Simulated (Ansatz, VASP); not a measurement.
One calculation of ZnS, two programs

```
Zn S
1.0
     0.00000    2.74804    2.74804
     2.74804    0.00000    2.74804
     2.74804    2.74804    0.00000
Zn S
1 1
Direct
  0.25000 0.25000 0.25000
  0.00000 0.00000 0.00000
```

Alike in both runs: task relaxation of the atoms; functional r2SCAN; k mesh 10 × 10 × 10; occupations fermi-dirac, width 0.02 eV; no spin polarisation.

```csv
,VASP,Ansatz
version,VASP 6.6.1,Ansatz 0.2.0
potentials or method,"VASP PAW PBE potentials, release 64 (Zn, S), cutoff 520 eV",PAW plane waves
valence electrons in the cell,18,18
```

```csv
,VASP,Ansatz,Ansatz less VASP
"gap on the k mesh at the Fermi level, each at its own relaxed structure (eV)",2.44,2.43,-0.008
```

VASP's potentials were made for PBE, not for r2SCAN. Ansatz's warnings: stress scf threshold loose.

Noted on VASP's run: the relaxation stopped at its first step, so nothing moved.
